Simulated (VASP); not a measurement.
Write the native input for VASP 6.6.1 that does the following.

* Task: single point
* Functional: PBE
* Potentials or basis: VASP PAW PBE potentials, release 64 (Ca_sv, C)
* Cutoff: 520 eV
* k mesh: 6 × 6 × 6
* Occupations: gaussian, width 0.1 eV
* Spin: no spin polarisation
* Dipole correction: no
* Further INCAR settings: ALGO = Normal; EDIFF = 1e-06; NBANDS = 22

The structure of CaC lies in POSCAR:

```
CaC
1.0
    1.7031041517     -6.9688287877      0.0000000000
    1.7031041517      6.9688287877      0.0000000000
    0.0000000000      0.0000000000      2.7607821799
Ca C
2 2
Direct
    0.8789916889      0.1210083111      0.2500000000
    0.1210083111      0.8789916889      0.7500000000
    0.5253400712      0.4746599288      0.2500000000
    0.4746599288      0.5253400712      0.7500000000
```

One way to write it, as run:

INCAR

```
  PREC = Accurate
  ENCUT = 520
  EDIFF = 1E-6
  ISMEAR = 0
  SIGMA = 0.1
  LREAL = False
  LASPH = True
  NELM = 100
  ALGO = Normal
  ISIF = 2
  LWAVE = False
  LCHARG = False
  GGA = PE
  NBANDS = 22
```

KPOINTS

```
Automatic mesh
0
Gamma
  6 6 6
```

Potentials or basis: VASP PAW PBE potentials, release 64 (Ca_sv, C).

Launch:

```bash
$ cat potpaw_PBE.64/Ca_sv/POTCAR potpaw_PBE.64/C/POTCAR > POTCAR
$ mpirun -np 1 vasp_std > vasp.out
```

It gave:

```json
{
  "Pressure": "0.4 GPa",
  "Largest force": "0.038 eV/Å",
  "Band gap on the k mesh": "zero (bands 14 and 15 overlap by 0.48 eV)"
}
```

Caveat: the k points lie up to 0.38 Å⁻¹ apart.

Wall time 3.5 min on 1 thread of Oxide Virtual Turin-like Processor (shared host), peak memory 0.24 GiB.
